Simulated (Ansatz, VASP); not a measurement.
# CaSe in VASP and in Ansatz

Contents of INCAR:

```
SYSTEM = CaSe
PREC     = Accurate       ! precision mode
ENCUT    = 520            ! plane-wave cutoff, eV
EDIFF    = 1E-7           ! SCF threshold, eV
ISMEAR   = 0              ! smearing method
SIGMA    = 0.01           ! smearing width, eV
LREAL    = .FALSE.        ! projectors in reciprocal space
LASPH    = .TRUE.         ! aspherical terms in the spheres
NELM     = 150            ! most SCF steps
ALGO     = Normal         ! electronic algorithm
ISIF     = 2              ! what is computed and relaxed
LWAVE    = .FALSE.        ! write WAVECAR
LCHARG   = .TRUE.         ! write CHGCAR
MAGMOM   = 0 0 0 0 0 0    ! initial moments
LORBIT   = 11             ! projections on sites
LSORBIT  = .TRUE.         ! spin-orbit coupling
GGA_COMPAT= .FALSE.      
LORBMOM  = .TRUE.       
GGA      = PS             ! functional
LVHAR    = .TRUE.       
NBANDS   = 28             ! bands
```

File KPOINTS:

```
Automatic mesh
0
G
  8 8 8
  0 0 0
```

Contents of POSCAR:

```
CaSe
1.0
    2.8995203411      2.8995203411      0.0000000000
   -2.8995203411      2.8995203411      0.0000000000
    0.0000000000      2.8995203411      2.8995203411
Ca Se
1 1
Direct
    0.0000000000      0.0000000000      0.0000000000
    0.5000000000      0.5000000000      0.0000000000
```

Input for Ansatz:

```yaml
crystal:
  lattice:
    - [2.89952034109, 2.89952034109, 0.0]
    - [-2.89952034109, 2.89952034109, 0.0]
    - [0.0, 2.89952034109, 2.89952034109]
  atoms:
    - { symbol: Ca, position: [0.0, 0.0, 0.0] }
    - { symbol: Se, position: [0.5, 0.5, 0.0] }
kpoints:
  mp_grid: { grid: [8, 8, 8] }
scf:
  occupations: { method: fixed }
  convergence: { dr2_threshold: 1.0e-10 }
hamiltonian:
  xc: pbesol
  pseudopotentials: { kind: all_electron, lapw: { basis_error: 0.0005 } }
magnetization:
  noncollinear: true
  spin_orbit: true
output:
  forces: true
  stress: true
  eigenstates:
    kpoints:
      - [0.0, 0.0, 0.0]
      - [-0.5, 0.5, 0.0]
      - [-0.5, -0.5, -0.5]
      - [0.0, 0.0, -0.5]
      - [0.0, -0.5, -0.5]
      - [0.0, 0.5, 0.0]
      - [-0.5, 0.0, 0.0]
      - [-0.5, 0.0, -0.5]
  eigenvalues: true
```

Alike in both runs: task single point; functional PBEsol; k mesh 8 × 8 × 8; non-collinear spin, spin-orbit coupling.

|  | VASP | Ansatz |
| --- | --- | --- |
| version | VASP 6.6.1 | Ansatz 0.2.0 |
| potentials or method | VASP PAW PBE potentials, release 64 (Ca_sv, Se), cutoff 520 eV | all-electron LAPW |
| occupations | gaussian, width 0.01 eV | fixed |

Ansatz gave:

```
pressure (GPa) : 2.0
```

**Question.** What did VASP give for the same quantities?

**Answer.** Pressure (GPa): 2.2.

VASP's potentials were made for PBE, not for PBEsol. Ansatz ran all-electron here, and VASP with PAW potentials.
